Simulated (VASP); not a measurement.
# TlCl (Pm-3m) in VASP: notebook, part 2 of 2

VASP 6.6.1.

## (3) Relaxation of cell and atoms, r2SCAN

This run uses another cell than the first one, of 27.46 Å³/atom, 0.971 times its volume.

Input file POSCAR:

```
TlCl
1.0
    3.8008966900      0.0000000000      0.0000000000
    0.0000000000      3.8008966900      0.0000000000
    0.0000000000      0.0000000000      3.8008966900
Tl Cl
1 1
Direct
    0.0000000000      0.0000000000      0.0000000000
    0.5000000000      0.5000000000      0.5000000000
```

Input file INCAR.step1:

```
  PREC = Accurate
  ENCUT = 550
  ISMEAR = -1
  SIGMA = 0.1
  LREAL = False
  LASPH = True
  NELM = 120
  GGA = PE
  ALGO = Normal
  EDIFF = 1E-5
  LWAVE = True
  LCHARG = False
  GGA_COMPAT = False
  IBRION = 2
  ISIF = 3
  EDIFFG = -0.005
  NELMIN = 4
  NSW = 100
```

Input file INCAR.step2:

```
  PREC = Accurate
  ENCUT = 550
  EDIFF = 1E-7
  ISMEAR = -1
  SIGMA = 0.1
  LREAL = False
  LASPH = True
  NELM = 120
  ALGO = Normal
  ISIF = 3
  LWAVE = False
  LCHARG = False
  METAGGA = R2SCAN
  LMIXTAU = True
  IBRION = 2
  NSW = 100
  EDIFFG = -0.03
  ISTART = 1
  GGA_COMPAT = False
  NELMIN = 4
```

Input file KPOINTS:

```
regular mesh
0
Gamma
  7 7 7
```

Potentials or basis: VASP PAW PBE potentials, release 64 (Tl_d, Cl).

On the command line:

```
$ cat potpaw_PBE.64/Tl_d/POTCAR potpaw_PBE.64/Cl/POTCAR > POTCAR
$ cp INCAR.step1 INCAR
$ mpirun -np 1 vasp_std > vasp.out
$ cp INCAR.step2 INCAR
$ mpirun -np 1 vasp_std > vasp.out
```

OUTCAR:

```text
PREC = Accurate
   ENCUT = 550
   EDIFF = 1E-7
   ISMEAR = -1
   LREAL = False
   LASPH = True
   NELM = 120
   ISIF = 3
   METAGGA = R2SCAN
   IBRION = 2
   NSW = 100
   EDIFFG = -0.03
   ISTART = 1
   NELMIN = 4

 ion  position               nearest neighbor table
   1  0.000  0.000  0.000-   2 3.29   2 3.29   2 3.29   2 3.29   2 3.29   2 3.29   2 3.29   2 3.29

   2  0.500  0.500  0.500-   1 3.29   1 3.29   1 3.29   1 3.29   1 3.29   1 3.29   1 3.29   1 3.29

  LATTYP: Found a simple cubic cell.
 ALAT       =     3.8008966900

  Lattice vectors:

 A1 = (   3.8008966900,   0.0000000000,   0.0000000000)
 A2 = (   0.0000000000,   3.8008966900,   0.0000000000)
 A3 = (   0.0000000000,   0.0000000000,   3.8008966900)

Analysis of symmetry for initial positions (statically):
=====================================================================
 Subroutine PRICEL returns:
 Original cell was already a primitive cell.

 Routine SETGRP: Setting up the symmetry group for a
 simple cubic supercell.

 Subroutine GETGRP returns: Found 48 space group operations
 (whereof 48 operations were pure point group operations)
 out of a pool of 48 trial point group operations.

The static configuration has the point symmetry O_h .

Analysis of symmetry for dynamics (positions and initial velocities):
=====================================================================
 Subroutine PRICEL returns:
 Original cell was already a primitive cell.

 Routine SETGRP: Setting up the symmetry group for a
 simple cubic supercell.

 Subroutine GETGRP returns: Found 48 space group operations
 (whereof 48 operations were pure point group operations)
 out of a pool of 48 trial point group operations.

The dynamic configuration has the point symmetry O_h .

 Subroutine INISYM returns: Found 48 space group operations
 (whereof 48 operations are pure point group operations),
 and found     1 'primitive' translations

[... 100 lines left out ...]
   NELECT =      20.0000    total number of electrons
   NUPDOWN=      -1.0000    fix difference up-down
   EMIN   =  10.00;   EMAX   =-10.00  energy-range for DOS
   EFERMI =   0.00;   METHOD = LEGACY
   ISMEAR =    -1;   SIGMA  =   0.10  broadening in eV -4-tet -1-fermi 0-gaus
   EFERMI_NEDOS =   21; number of points for ismear=-14 and -15
   IALGO  =     38    algorithm
   IMIX   =      4    mixing-type and parameters
     AMIX     =   0.40;   BMIX     =  1.00
     AMIX_MAG =   1.60;   BMIX_MAG =  1.00
  volume/ion in A,a.u.               =      27.46       185.28
  Fermi-wavevector in a.u.,A,eV,Ry     =   1.169137  2.209349 18.597552  1.366881
  Thomas-Fermi vector in A             =   2.305614
   LORBIT       =      0    0 simple, 1 ext, 2 COOP (PROOUT), +10 PAW based schemes
   METAGGA = R2SCAN    functional components
   LHFCALC =     F    Hartree Fock is set to
   AEXX    =    0.0000 exact exchange contribution
   IVDW    =     0    specifies the selected vdW correction
   LEPSILON=     F    determine dielectric tensor
   LRPA    =     F    only Hartree local field effects (RPA)
 conjugate gradient relaxation of ions
 non-spin polarized calculation
  energy-cutoff  :      550.00
  volume of cell :       54.91
 maximum number of plane-waves:      1622
 NGX is ok and might be reduce to    30
   NGX = 15   NGY = 15   NGZ = 15

--------------------------------------- Ionic step        1  -------------------------------------------

 number of electron      20.0000006 magnetization

 Free energy of the ion-electron system (eV)
  ---------------------------------------------------
  ext. energy  EPLUGINS =         0.00000000
  ---------------------------------------------------
  free energy    TOTEN  =       -61.54520967 eV

  energy without entropy =      -61.54520959  energy(sigma->0) =      -61.54520963

------------------------ aborting loop because EDIFF is reached ----------------------------------------

  FORCE on cell =-STRESS in cart. coord.  units (eV):
  Direction    XX          YY          ZZ          XY          YZ          ZX
  --------------------------------------------------------------------------------------
  -------------------------------------------------------------------------------------
  Total        0.2863720      0.2863720      0.2863720      0.0000000      0.0000000      0.0000000
  in kB        8.3557027      8.3557027      8.3557027      0.0000000      0.0000000      0.0000000
  external PRESSURE =       8.3557027 kB  Pullay stress =       0.0000000 kB
[... 59 lines left out ...]
--------------------------------------- Ionic step        3  -------------------------------------------

 number of electron      20.0000005 magnetization

 Free energy of the ion-electron system (eV)
  ---------------------------------------------------
  ext. energy  EPLUGINS =         0.00000000
  ---------------------------------------------------
  free energy    TOTEN  =       -61.54899750 eV

  energy without entropy =      -61.54899743  energy(sigma->0) =      -61.54899747

 E-fermi :   3.7263     XC(G=0):  -9.6098

 val. band max:        2.2205757153   @ k =   0.4286   0.0000   0.0000
 cond. band min:       5.1693002776   @ k =   0.4286   0.0000   0.0000
 fundamental gap:      2.9487245623
 Fermi energy:         3.7263268490

 k-point     1 :       0.0000    0.0000    0.0000
  band No.  band energies     occupation
      1     -12.0096      2.00000
      2      -7.8911      2.00000
      3      -7.8911      2.00000
      4      -7.6428      2.00000
      5      -7.6428      2.00000
      6      -7.6428      2.00000
      7      -2.1175      2.00000
      8       0.7901      2.00000
      9       0.7901      2.00000
     10       0.7901      2.00000
     11      10.7120      0.00000
     12      10.7120      0.00000
     13      10.7120      0.00000
     14      10.7580      0.00000
[... 350 lines left out ...]
  FREE ENERGIE OF THE ION-ELECTRON SYSTEM (eV)
  ---------------------------------------------------
  free  energy   TOTEN  =       -61.5489975019 eV

  energy  without entropy=      -61.5489974328  energy(sigma->0) =      -61.54899747

 reached required accuracy - stopping structural energy minimisation
```

OUTCAR.step1:

```text
PREC = Accurate
   ENCUT = 550
   ISMEAR = -1
   LREAL = False
   LASPH = True
   NELM = 120
   GGA = PE
   EDIFF = 1E-5
   IBRION = 2
   ISIF = 3
   EDIFFG = -0.005
   NELMIN = 4
   NSW = 100

[... 276 lines left out ...]
      2      -7.6514      2.00000
      3      -7.6514      2.00000
      4      -7.4374      2.00000
      5      -7.4374      2.00000
      6      -7.4374      2.00000
      7      -2.2491      2.00000
      8       0.8862      2.00000
      9       0.8862      2.00000
     10       0.8862      2.00000
     11       9.8397      0.00000
     12       9.8397      0.00000
     13       9.8397      0.00000
     14      10.1524      0.00000
[... 350 lines left out ...]
  FREE ENERGIE OF THE ION-ELECTRON SYSTEM (eV)
  ---------------------------------------------------
  free  energy   TOTEN  =        -6.0138754976 eV

  energy  without entropy=       -6.0138750943  energy(sigma->0) =       -6.01387530

 reached required accuracy - stopping structural energy minimisation
```

It took 3.5 min on 1 thread of AMD EPYC 7R43 (Zen 3), shared host; peak memory 0.15 GiB.

What came out:

```yaml
Free_energy: -61.5490 eV
Relaxed_volume: 28.28 Å³/atom
Relaxed_cell: a = 3.839 Å, b = 3.839 Å, c = 3.839 Å, α = 90.00°, β = 90.00°, γ = 90.00°
Space_group_after_relaxing_to_0.05_Å: Pm-3m (No. 221)
Energy_gained_by_relaxing: 1.9 meV/atom
Ionic_steps: 3
Pressure_after_relaxing: -0.1 GPa
Band_gap_on_the_k_mesh: 2.95 eV, direct
```

Step by step:
```csv
step,energy change (eV),largest force (eV/Å),pressure (GPa),volume (Å³)
1,0.0000,0.0000,0.84,54.91
2,-0.0036,0.0000,0.21,56.06
3,-0.0038,0.0000,-0.07,56.57
```

Final structure:
```cif
data_structure
_symmetry_space_group_name_H-M 'P 1'
_symmetry_Int_Tables_number 1
_cell_length_a 3.8387
_cell_length_b 3.8387
_cell_length_c 3.8387
_cell_angle_alpha 90.000
_cell_angle_beta 90.000
_cell_angle_gamma 90.000
_cell_volume 56.57
loop_
_atom_site_label
_atom_site_type_symbol
_atom_site_fract_x
_atom_site_fract_y
_atom_site_fract_z
_atom_site_occupancy
Tl1 Tl 0.00000 0.00000 0.00000 1
Cl1 Cl 0.50000 0.50000 0.50000 1
```

Caveat: the PAW data sets were made with another functional, which shifts forces and pressure a little; spin-orbit coupling is left out, which moves the levels of the heavy elements. Zero-point motion and thermal expansion aren't in these numbers.
